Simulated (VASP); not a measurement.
Write the native input for VASP 6.6.1 that does the following.

- Task: single point
- Functional: PBEsol
- Potentials or basis: VASP PAW PBE potentials, release 64 (Ti_sv, B)
- Cutoff: 520 eV
- k mesh: 15 × 15 × 13
- Occupations: fermi-dirac, width 0.08 eV
- Spin: no spin polarisation
- Dipole correction: no
- Further INCAR settings: ALGO = Normal; EDIFF = 1e-07; NBANDS = 16

The structure of TiB2 lies in POSCAR:

```
TiB2
1.0
    3.0897821656      0.0000000000      0.0000000000
   -1.5448910828      2.6758298476      0.0000000000
    0.0000000000      0.0000000000      3.2284000000
Ti B
1 2
Direct
    0.0000000000      0.0000000000      0.0000000000
    0.3333333333      0.6666666667      0.5000000000
    0.6666666667      0.3333333333      0.5000000000
```

This cell differs from its parent crystal: equal xx and yy strain of +2 %.

These files were run (other wordings do the same):

INCAR

```
PREC = Accurate
ENCUT = 520
EDIFF = 1E-7
ISMEAR = -1
SIGMA = 0.08
LREAL = False
LASPH = True
NELM = 80
ALGO = Normal
ISIF = 2
LWAVE = False
LCHARG = False
GGA = PS
NBANDS = 16
```

KPOINTS

```
Automatic mesh
0
Gamma
  15 15 13
```

Potentials or basis: VASP PAW PBE potentials, release 64 (Ti_sv, B).

Run with:

```bash
$ cat potpaw_PBE.64/Ti_sv/POTCAR potpaw_PBE.64/B/POTCAR > POTCAR
$ mpirun -np 1 vasp_std > vasp.out
```

It gave:

```yaml
Pressure: -14.5 GPa
Band_gap_on_the_k_mesh: zero (band 9 reaches 9.82 eV, above the bottom of band 10 at 9.20 eV)
```

Caveat: the cell differs from its parent crystal (equal xx and yy strain of +2 %); the PAW data sets were made with another functional, which shifts forces and pressure a little.

Run time: 49 s on 1 thread of Intel(R) Xeon(R) Platinum 8259CL CPU @ 2.50GHz (Skylake/Cascade Lake), with other jobs on the host, peak memory 0.2 GiB.
